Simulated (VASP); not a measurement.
Input of a VASP 6.6.1 run:

INCAR

```
SYSTEM = MgBe2Te2O
PREC = Accurate
ENCUT = 520
EDIFF = 1E-7
ISMEAR = 0
SIGMA = 0.1
LREAL = .FALSE.
LASPH = .TRUE.
NELM = 100
ALGO = Normal
ISIF = 2
LWAVE = .FALSE.
LCHARG = .FALSE.
GGA = PE
NBANDS = 21
```

KPOINTS

```
regular mesh
0
G
  12 12 4
  0 0 0
```

The input POSCAR:

```
MgBe2Te2O
1.0
    3.3309279308      0.0000000000      0.0000000000
    0.0000000000      3.3309279308      0.0000000000
    0.0000000000      0.0000000000     10.5598034288
Mg Be Te O
1 2 2 1
Direct
    0.0000000000      0.0000000000      0.0000000000
    0.5000000000      0.0000000000      0.5703974503
    0.0000000000      0.5000000000      0.4296025497
    0.5000000000      0.0000000000      0.3398354262
    0.0000000000      0.5000000000      0.6601645738
    0.5000000000      0.5000000000      0.0000000000
```

Potentials or basis: VASP PAW PBE potentials, release 64 (Mg, Be, Te, O).

Run with:

```sh
$ cat potpaw_PBE.64/Mg/POTCAR potpaw_PBE.64/Be/POTCAR potpaw_PBE.64/Te/POTCAR potpaw_PBE.64/O/POTCAR > POTCAR
$ mpirun -np 1 vasp_std > vasp.out
```

Question: Estimate the pressure.

Answer: 0.1 GPa.

Question: What does it give for the band gap on the k mesh?

Answer: Zero (band 12 reaches 6.45 eV, above the bottom of band 13 at 4.44 eV).

Question: What does it give for the largest force?

Answer: 0.040 eV/Å.

Stress tensor (GPa, compression positive):
```
0.02 0.00 0.00
0.00 0.02 0.00
0.00 0.00 0.16
```

Caveat: spin-orbit coupling is left out, which moves the levels of the heavy elements.
